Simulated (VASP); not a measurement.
Write the native input for VASP 6.6.1 that does the following.

```
Task                   : single point
Functional             : LDA
Potentials or basis    : VASP PAW LDA potentials, release 64 (Mg_sv, O)
Cutoff                 : 840 eV
k mesh                 : 7 × 7 × 6
Occupations            : gaussian, width 0.01 eV
Spin                   : no spin polarisation
Dipole correction      : no
Further INCAR settings : ALGO = Normal; EDIFF = 1e-06; NBANDS = 15
```

The structure of MgO lies in POSCAR:

```
MgO
1.0
    2.9639069726      0.0000000000      0.0000000000
   -1.4819534863      2.5668187763      0.0000000000
    0.0000000000      0.0000000000      2.7032907320
Mg O
1 1
Direct
    0.0000000000      0.0000000000      0.0000000000
    0.3333333333      0.6666666667      0.5000000000
```

The input as run:

INCAR

```
SYSTEM = MgO
  ALGO = Normal
  EDIFF = 1E-6
  ENCUT = 840
  GGA = CA
  GGA_COMPAT = .False.
  ISIF = 2
  ISMEAR = 0
  LASPH = .True.
  LCHARG = .False.
  LREAL = .False.
  LWAVE = .False.
  NBANDS = 15
  NELM = 120
  PREC = Accurate
  SIGMA = 0.01
```

KPOINTS

```
k-points
0
Gamma
  7 7 6
  0 0 0
```

Potentials or basis: VASP PAW LDA potentials, release 64 (Mg_sv, O).

The run is started by

```console
$ cat potpaw_LDA.64/Mg_sv/POTCAR potpaw_LDA.64/O/POTCAR > POTCAR
$ mpirun -np 1 vasp_std > vasp.out
```

It gave:

| Item | Value |
| --- | --- |
| Pressure | -12.1 GPa |
| Band gap on the k mesh | 2.78 eV (least direct gap 3.17 eV) |

Caveat: the cell stands under tension.

Run time: 21 s on 1 thread of AMD EPYC 7R43 64-Core Processor (Zen 3), on a shared host, peak memory 0.11 GiB.
